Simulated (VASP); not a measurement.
# S (R-3m) in VASP: a series of runs

The runs below take S through single point, relaxation of cell and atoms, with PBEsol.

Everything below comes from runs of VASP 6.6.1. Logs are shortened: lines on timing, memory, paths and dates and some standing lists are left out, and cuts for length are marked.

### 1 The cell of the first run

Symmetry: R-3m, No. 166, trigonal system. The conventional cell has a = 7.825 Å, b = 7.825 Å, c = 20.017 Å, α = 90.00°, β = 90.00°, γ = 120.00°. Within 3.5 Å of S (site symmetry m) lie 6 S at 2.66 to 2.88 Å. S (site symmetry m) has 7 S at 2.84 to 3.20 Å within 3.7 Å.

### 2 Single point, PBEsol

INCAR

```
PREC     = Accurate       # precision mode
ENCUT    = 520            # plane-wave cutoff, eV
EDIFF    = 1E-7           # SCF threshold, eV
ISMEAR   = 0              # smearing method
SIGMA    = 0.1            # smearing width, eV
LREAL    = F              # projectors in reciprocal space
LASPH    = T              # aspherical terms in the spheres
NELM     = 100            # most SCF steps
ALGO     = Normal         # electronic algorithm
ISIF     = 2              # what is computed and relaxed
LWAVE    = F              # write WAVECAR
LCHARG   = T              # write CHGCAR
GGA      = PS             # functional
LELF     = T              # ELF
LVHAR    = T            
NBANDS   = 48             # bands
```

KPOINTS

```
Automatic mesh
0
Gamma
  3 3 3
```

POSCAR

```
S
1.0
    3.9123839240      2.2588159117      6.6721880022
   -3.9123839240      2.2588159117      6.6721880022
    0.0000000000     -4.5176318232      6.6721880022
S
12
Direct
    0.0101900000      0.6536100000      0.0101900000
    0.0101900000      0.0101900000      0.6536100000
    0.6536100000      0.0101900000      0.0101900000
    0.9898100000      0.3463900000      0.9898100000
    0.3463900000      0.9898100000      0.9898100000
    0.9898100000      0.9898100000      0.3463900000
    0.2211800000      0.6306000000      0.2211800000
    0.2211800000      0.2211800000      0.6306000000
    0.6306000000      0.2211800000      0.2211800000
    0.7788200000      0.3694000000      0.7788200000
    0.3694000000      0.7788200000      0.7788200000
    0.7788200000      0.7788200000      0.3694000000
```

Potentials or basis: VASP PAW PBE potentials, release 64 (S).

Command:

```bash
> cat potpaw_PBE.64/S/POTCAR > POTCAR
> mpirun -np 1 vasp_std > vasp.out
```

OUTCAR:

```text
PREC = Accurate
   ENCUT = 520
   EDIFF = 1E-7
   ISMEAR = 0
   LREAL = F
   LASPH = T
   NELM = 100
   ISIF = 2
   GGA = PS

 ion  position               nearest neighbor table
   1  0.010  0.654  0.010-   4 2.66   2 2.79   3 2.79
   2  0.010  0.010  0.654-   6 2.66   3 2.79   1 2.79
   3  0.654  0.010  0.010-   5 2.66   2 2.79   1 2.79
   4  0.990  0.346  0.990-   1 2.66   6 2.79   5 2.79
   5  0.346  0.990  0.990-   3 2.66   6 2.79   4 2.79
   6  0.990  0.990  0.346-   2 2.66   4 2.79   5 2.79
   7  0.221  0.631  0.221-
   8  0.221  0.221  0.631-
   9  0.631  0.221  0.221-
  10  0.779  0.369  0.779-
  11  0.369  0.779  0.779-
  12  0.779  0.779  0.369-

  LATTYP: Found a trigonal (rhomboedric) cell.
 ALAT       =     8.0577347951
 COS(alpha) =     0.5284942553

  Lattice vectors:

 A1 = (   3.9123839240,   2.2588159117,   6.6721880022)
 A2 = (  -3.9123839240,   2.2588159117,   6.6721880022)
 A3 = (   0.0000000000,  -4.5176318232,   6.6721880022)

Analysis of symmetry for initial positions (statically):
=====================================================================
 Subroutine PRICEL returns:
 Original cell was already a primitive cell.

 Routine SETGRP: Setting up the symmetry group for a
 trigonal (rhombohedral) supercell.

 Subroutine GETGRP returns: Found 12 space group operations
 (whereof 12 operations were pure point group operations)
 out of a pool of 12 trial point group operations.

The static configuration has the point symmetry D_3d.

Analysis of symmetry for dynamics (positions and initial velocities):
=====================================================================
 Subroutine PRICEL returns:
 Original cell was already a primitive cell.

 Routine SETGRP: Setting up the symmetry group for a
 trigonal (rhombohedral) supercell.

 Subroutine GETGRP returns: Found 12 space group operations
 (whereof 12 operations were pure point group operations)
 out of a pool of 12 trial point group operations.

The dynamic configuration has the point symmetry D_3d.

 Subroutine INISYM returns: Found 12 space group operations
[... 101 lines left out ...]
   NSW    =      0    number of steps for IOM
   IBRION =     -1    ionic relax: 0-MD 1-quasi-New 2-CG
   NFREE  =      0    steps in history (QN), initial steepest desc. (CG)
   ISIF   =      2    stress and relaxation
   ISYM   =      2    0-nonsym 1-usesym 2-fastsym
   POTIM  = 0.5000    time-step for ionic-motion
   TEBEG  =    0.0;   TEEND  =   0.0 temperature during run
   PSTRESS=    0.0 pullay stress
   NELECT =      72.0000    total number of electrons
   NUPDOWN=      -1.0000    fix difference up-down
   EMIN   =  10.00;   EMAX   =-10.00  energy-range for DOS
   EFERMI =   0.00;   METHOD = LEGACY
   ISMEAR =     0;   SIGMA  =   0.10  broadening in eV -4-tet -1-fermi 0-gaus
   EFERMI_NEDOS =   21; number of points for ismear=-14 and -15
   IALGO  =     38    algorithm
   IMIX   =      4    mixing-type and parameters
     AMIX     =   0.40;   BMIX     =  1.00
     AMIX_MAG =   1.60;   BMIX_MAG =  1.00
  volume/ion in A,a.u.               =      29.48       198.96
  Fermi-wavevector in a.u.,A,eV,Ry     =   0.962953  1.819717 12.616387  0.927278
  Thomas-Fermi vector in A             =   2.092456
   LORBIT       =      0    0 simple, 1 ext, 2 COOP (PROOUT), +10 PAW based schemes
   GGA     = PS    functional components
   LHFCALC =     F    Hartree Fock is set to
   AEXX    =    0.0000 exact exchange contribution
   IVDW    =     0    specifies the selected vdW correction
   LEPSILON=     F    determine dielectric tensor
   LRPA    =     F    only Hartree local field effects (RPA)
 non-spin polarized calculation
 Gauss-broadening in eV      SIGMA  =   0.10
  energy-cutoff  :      520.00
  volume of cell :      353.79
 maximum number of plane-waves:      9559
   NGX = 29   NGY = 29   NGZ = 29

 number of electron      72.0000003 magnetization

 Free energy of the ion-electron system (eV)
  ---------------------------------------------------
  ext. energy  EPLUGINS =         0.00000000
  ---------------------------------------------------
  free energy    TOTEN  =       -35.84185921 eV

  energy without entropy =      -35.74468389  energy(sigma->0) =      -35.79327155

 E-fermi :   1.1125     XC(G=0):  -7.9774

 val. band max:        1.1085284840   @ k =  -0.3333   0.3333   0.3333
 cond. band min:       1.1215593017   @ k =   0.3333   0.3333  -0.0000
 fundamental gap:      0.0130308176
 Fermi energy:         1.1125246869

 k-point     1 :       0.0000    0.0000    0.0000
  band No.  band energies     occupation
      1     -13.1454      2.00000
      2     -11.6979      2.00000
      3     -11.5365      2.00000
      4     -11.5365      2.00000
      5     -11.2455      2.00000
      6     -11.2455      2.00000
[... 295 lines left out ...]
     47       2.6138      0.00000
     48       2.7183      0.00000

------------------------ aborting loop because EDIFF is reached ----------------------------------------

  FORCE on cell =-STRESS in cart. coord.  units (eV):
  Direction    XX          YY          ZZ          XY          YZ          ZX
  --------------------------------------------------------------------------------------
  -------------------------------------------------------------------------------------
  Total      -19.2231128    -19.2231128    -20.3450466     -0.0000000     -0.0000000      0.0000000
  in kB      -87.0547491    -87.0547491    -92.1355943     -0.0000000     -0.0000000      0.0000000
  external PRESSURE =     -88.7483642 kB  Pullay stress =       0.0000000 kB

 VOLUME and BASIS-vectors are now :
 -----------------------------------------------------------------------------
  energy-cutoff  :      520.00
  volume of cell :      353.79
      direct lattice vectors                 reciprocal lattice vectors
     3.912383924  2.258815912  6.672188002     0.127799319  0.073784971  0.049958624
    -3.912383924  2.258815912  6.672188002    -0.127799319  0.073784971  0.049958624
     0.000000000 -4.517631823  6.672188002     0.000000000 -0.147569942  0.049958624

 POSITION                                       TOTAL-FORCE (eV/Angst)
 -----------------------------------------------------------------------------------
     -2.51731      1.45337      4.49699         0.623950     -0.360237     -1.137209
      0.00000     -2.90673      4.49699         0.000000      0.720475     -1.137209
      2.51731      1.45337      4.49699        -0.623950     -0.360237     -1.137209
      2.51731     -1.45337     15.51958        -0.623950      0.360237      1.137209
     -2.51731     -1.45337     15.51958         0.623950      0.360237      1.137209
      0.00000      2.90673     15.51958         0.000000     -0.720475      1.137209
     -1.60181      0.92480      7.15899        -0.137240      0.079236     -0.275687
      0.00000     -1.84961      7.15899         0.000000     -0.158471     -0.275687
      1.60181      0.92480      7.15899         0.137240      0.079236     -0.275687
      1.60181     -0.92480     12.85757         0.137240     -0.079236      0.275687
     -1.60181     -0.92480     12.85757        -0.137240     -0.079236      0.275687
      0.00000      1.84961     12.85757         0.000000      0.158471      0.275687
 -----------------------------------------------------------------------------------
    total drift:                               -0.000000      0.000000     -0.000000

  FREE ENERGIE OF THE ION-ELECTRON SYSTEM (eV)
  ---------------------------------------------------
  free  energy   TOTEN  =       -35.8418592116 eV

  energy  without entropy=      -35.7446838852  energy(sigma->0) =      -35.79327155
```

stdout:

```text
POSCAR found type information on POSCAR S
 POSCAR found :  1 types and      12 ions
 scaLAPACK will be used
 -----------------------------------------------------------------------------
|                                                                             |
|                                                                             |
|     You enforced a specific xc type in the INCAR file but a different       |
|     I HOPE YOU KNOW WHAT YOU ARE DOING!                                     |
|                                                                             |
 -----------------------------------------------------------------------------

 LDA part: xc-table for (Slater+PW92), standard interpolation
 POSCAR, INCAR and KPOINTS ok, starting setup
 FFT: planning ... GRIDC
 FFT: planning ... GRID_SOFT
 FFT: planning ... GRID
 WAVECAR not read
 entering main loop
```

It took 74 s on 1 thread of Intel Xeon 6975P-C (Granite Rapids), shared host; peak memory 0.49 GiB.

What came out:

```
Free energy            : -35.8419 eV
Pressure               : -8.9 GPa
Largest force          : 1.346 eV/Å
Band gap on the k mesh : zero (band 36 reaches 1.19 eV, above the bottom of band 37 at 0.97 eV)
```

Forces in eV/Å, atoms in the order of the input:
```
S    0.624 -0.360 -1.137
S    0.000  0.720 -1.137
S   -0.624 -0.360 -1.137
S   -0.624  0.360  1.137
S    0.624  0.360  1.137
S    0.000 -0.720  1.137
S   -0.137  0.079 -0.276
S    0.000 -0.158 -0.276
S    0.137  0.079 -0.276
S    0.137 -0.079  0.276
S   -0.137 -0.079  0.276
S    0.000  0.158  0.276
```

Caveat: the PAW data sets were made with another functional, which shifts forces and pressure a little.

### 3 Single point, PBEsol

This run uses another cell than the first one: it holds 2 atoms, not 12.

INCAR

```
PREC = Accurate
ENCUT = 520
EDIFF = 1E-6
ISMEAR = 0
SIGMA = 0.1
LREAL = F
LASPH = T
NELM = 60
ALGO = Normal
ISIF = 2
LWAVE = F
LCHARG = F
GGA = PS
NBANDS = 13
```

KPOINTS

```
Automatic mesh
0
Gamma
  6 6 6
```

POSCAR

```
S
1.0
    1.9298235805      1.1141841637      3.1287487775
   -1.9298235805      1.1141841637      3.1287487775
    0.0000000000     -2.2283683274      3.1287487775
S
2
Direct
    0.1971224313      0.1971224313      0.1971224313
    0.8028775687      0.8028775687      0.8028775687
```

Potentials or basis: VASP PAW PBE potentials, release 64 (S).

Command:

```bash
> cat potpaw_PBE.64/S/POTCAR > POTCAR
> mpirun -np 1 vasp_std > vasp.out
```

It took 19 s on 1 thread of Intel Xeon Platinum 8375C at 2.90GHz (Ice Lake), shared host; peak memory 0.16 GiB.

Results (log left out):

- Free energy: -7.6874 eV
- Pressure: -0.1 GPa
- Largest force: 0.008 eV/Å
- Band gap on the k mesh: zero (band 6 reaches 5.59 eV, above the bottom of band 7 at 4.33 eV)

Forces on the atoms (eV/Å):
```
S    0.000  0.000 -0.008
S    0.000  0.000  0.008
```

Levels at points of the mesh, in eV from the Fermi level:
| k point | band 2 | band 3 | band 4 | band 5 | band 6 | band 7 | band 8 | band 9 | band 10 | band 11 |
| --- | --- | --- | --- | --- | --- | --- | --- | --- | --- | --- |
| (0.00, 0.00, 0.00) | -8.54 | -5.31 | -5.31 | -2.06 | -0.95 | 0.27 | 0.27 | 6.42 | 7.26 | 7.26 |
| (0.50, 0.00, 0.00) | -13.09 | -6.02 | -3.58 | -2.49 | -1.83 | 1.91 | 2.26 | 5.47 | 7.59 | 7.61 |
| (0.50, 0.50, 0.00) | -12.63 | -6.68 | -5.73 | -3.31 | -1.65 | 3.30 | 3.49 | 7.31 | 9.34 | 9.42 |
| (0.50, 0.50, 0.50) | -9.64 | -5.39 | -5.39 | -5.20 | -0.77 | -0.77 | 0.42 | 7.77 | 10.06 | 10.06 |

Caveat: the PAW data sets were made with another functional, which shifts forces and pressure a little.

[end of part 1 of 2]
